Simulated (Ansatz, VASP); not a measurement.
TiAl2N3 in VASP and in Ansatz

Contents of INCAR:

```
SYSTEM = TiAl2N3
  ALGO = Normal
  EDIFF = 1E-7
  ENCUT = 520
  GGA = PE
  ISIF = 2
  ISMEAR = 0
  LASPH = .TRUE.
  LCHARG = .FALSE.
  LREAL = .FALSE.
  LWAVE = .FALSE.
  NBANDS = 26
  NELM = 100
  PREC = Accurate
  SIGMA = 0.1
```

KPOINTS

```
k-points
0
G
  12 12 6
  0 0 0
```

The input POSCAR:

```
TiAl2N3
1.0
    3.1504842197      0.0000000000      0.0000000000
   -1.5752421098      2.7283993685      0.0000000000
    0.0000000000      0.0000000000      7.8271045628
Ti Al N
1 2 3
Direct
    0.6666666667      0.3333333333      0.3299202936
    0.0000000000      0.0000000000      0.9969539963
    0.3333333333      0.6666666667      0.6744134785
    0.6666666667      0.3333333333      0.0705318401
    0.3333333333      0.6666666667      0.4272791689
    0.0000000000      0.0000000000      0.7509012226
```

Input for Ansatz:

```yaml
crystal:
  lattice:
    - [3.1504842197, 0.0, 0.0]
    - [-1.5752421098, 2.7283993685, 0.0]
    - [0.0, 0.0, 7.8271045628]
  atoms:
    - { symbol: Ti, position: [0.6666666667, 0.3333333333, 0.3299202936] }
    - { symbol: Al, position: [0.0, 0.0, 0.9969539963] }
    - { symbol: Al, position: [0.3333333333, 0.6666666667, 0.6744134785] }
    - { symbol: "N", position: [0.6666666667, 0.3333333333, 0.0705318401] }
    - { symbol: "N", position: [0.3333333333, 0.6666666667, 0.4272791689] }
    - { symbol: "N", position: [0.0, 0.0, 0.7509012226] }
basis:
  ecutwfc: 420
kpoints:
  mp_grid: { grid: [12, 12, 6] }
  band_path:
    path:
      - [[0.0, 0.0, 0.0], [0.5, 0.0, 0.0], [0.33333333, 0.33333333, 0.0], [0.0, 0.0, 0.0], [0.0, 0.0, 0.5], [0.5, 0.0, 0.5], [0.33333333, 0.33333333, 0.5], [0.0, 0.0, 0.5]]
      - [[0.5, 0.0, 0.5], [0.5, 0.0, 0.0]]
      - [[0.33333333, 0.33333333, 0.5], [0.33333333, 0.33333333, 0.0]]
    npoints: 14
hamiltonian:
  xc: pbe
scf:
  occupations: { method: gaussian, width: 0.1 }
  n_extra_bands: 15
output:
  forces: true
  stress: true
  eigenvalues: true
  populations: true
  dos: { projected: true, de: 0.02, nscf_kmesh: { grid: [15, 15, 8] } }
  bader: true
  write_density: true
  write_potential: true
  elf: true
  volumetric_format: npy
```

Alike in both runs: task single point; functional PBE; k mesh 12 × 12 × 6; occupations gaussian, width 0.1 eV; no spin polarisation.

```csv
,VASP,Ansatz
version,VASP 6.6.1,Ansatz 0.2.0
potentials or method,"VASP PAW PBE potentials, release 64 (Ti_sv, Al, N), cutoff 520 eV","scalar-relativistic, plane waves, PAW"
valence electrons in the cell,33,33
```

```tsv
	VASP	Ansatz	Ansatz less VASP
gap on the k mesh at the Fermi level (eV)	none	none	-
pressure (GPa)	-0.1	0.0	+0.08
rms of the force components (eV/Å)	0.013	0.002	-0.0116
```

Atom by atom the forces differ by 0.012 eV/Å (rms over components). A gap of «none» marks a metal or a gap that the smearing closes.
